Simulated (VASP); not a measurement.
Input of a VASP 6.6.1 run:

INCAR

```
ALGO = Normal ; EDIFF = 1E-6
ENCUT = 520 ; GGA = PE
ISIF = 2 ; ISMEAR = 0
LASPH = T ; LCHARG = F
LREAL = F ; LWAVE = F
NBANDS = 31 ; NELM = 100
PREC = Accurate ; SIGMA = 0.15
```

File KPOINTS:

```
k-points
0
Gamma
  4 4 1
```

Contents of POSCAR:

```
BiSbS4
1.0
    3.8671956002      0.0000000000      0.0000000000
   -1.9335978001      3.3490896311      0.0000000000
    0.0000000000      0.0000000000     13.5361471797
Sb Bi S
1 1 4
Direct
    0.0000000000      0.0000000000      0.0000000000
    0.0000000000      0.0000000000      0.5000000000
    0.3333333333      0.6666666667      0.8915659051
    0.3333333333      0.6666666667      0.3821366988
    0.6666666667      0.3333333333      0.6178633012
    0.6666666667      0.3333333333      0.1084340949
```

Potentials or basis: VASP PAW PBE potentials, release 64 (Sb, Bi_d, S).

Launch:

```console
$ cat potpaw_PBE.64/Sb/POTCAR potpaw_PBE.64/Bi_d/POTCAR potpaw_PBE.64/S/POTCAR > POTCAR
$ mpirun -np 1 vasp_std > vasp.out
```

(1) Estimate the largest force.

(2) Estimate the band gap on the k mesh.

Answers

(1) 0.039 eV/Å.

(2) zero (band 22 reaches 3.27 eV, above the bottom of band 23 at 2.59 eV).

Caveat: the k points lie up to 0.47 Å⁻¹ apart; spin-orbit coupling is left out, which moves the levels of the heavy elements.
